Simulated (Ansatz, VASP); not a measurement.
# One calculation of GaSb, two programs

INCAR

```
PREC = Accurate
ENCUT = 520
EDIFF = 1E-6
ISMEAR = -1
SIGMA = 0.02
LREAL = False
LASPH = True
NELM = 150
ALGO = Normal
ISIF = 2
LWAVE = False
LCHARG = True
MAGMOM = 0 0 0 0 0 0
LORBIT = 11
LSORBIT = True
GGA_COMPAT = False
LORBMOM = True
GGA = PE
LVHAR = True
NBANDS = 30
```

The input KPOINTS:

```
Automatic mesh
0
Gamma
  8 8 8
```

Contents of POSCAR:

```
GaSb
1.0
    0.0000000000      3.0658848228      3.0658848228
    3.0658848228      0.0000000000      3.0658848228
    3.0658848228      3.0658848228      0.0000000000
Ga Sb
1 1
Direct
    0.0000000000      0.0000000000      0.0000000000
    0.2500000000      0.2500000000      0.2500000000
```

Input for Ansatz:

```yaml
crystal:
  lattice:
    - [0.0, 3.0658848228, 3.0658848228]
    - [3.0658848228, 0.0, 3.0658848228]
    - [3.0658848228, 3.0658848228, 0.0]
  atoms:
    - { symbol: Ga, position: [0.0, 0.0, 0.0] }
    - { symbol: Sb, position: [0.25, 0.25, 0.25] }
kpoints:
  mp_grid: { grid: [8, 8, 8] }
  band_path:
    path:
      - [0.0, 0.0, 0.0]
      - [-0.5, -0.5, 0.0]
      - [-0.375, -0.375, 0.25]
      - [-0.375, 0.0, 0.375]
      - [0.0, 0.0, 0.5]
      - [-0.5, -0.25, 0.25]
    npoints: 1
hamiltonian:
  xc: pbe
scf:
  occupations: { method: fermi_dirac, width: 0.02 }
  n_extra_bands: 8
magnetization:
  noncollinear: true
  spin_orbit: true
output:
  forces: true
  stress: true
  eigenvalues: true
  write_density: true
  write_potential: true
  elf: true
  volumetric_format: npy
```

Alike in both runs: task single point; functional PBE; k mesh 8 × 8 × 8; occupations fermi-dirac, width 0.02 eV; non-collinear spin, spin-orbit coupling.

|  | VASP | Ansatz |
| --- | --- | --- |
| version | VASP 6.6.1 | Ansatz 0.2.0 |
| potentials or method | VASP PAW PBE potentials, release 64 (Ga_d, Sb) | plane waves, PAW |
| plane-wave cutoff (eV) | 520 | 420 |
| valence electrons in the cell | 18 | 28 |

```csv
,VASP,Ansatz,Ansatz less VASP
pressure (GPa),2.1,2.0,-0.08
```

VASP's potentials hold 18 valence electrons a cell and Ansatz's 28, so a difference there can come from the potentials and not from the codes.
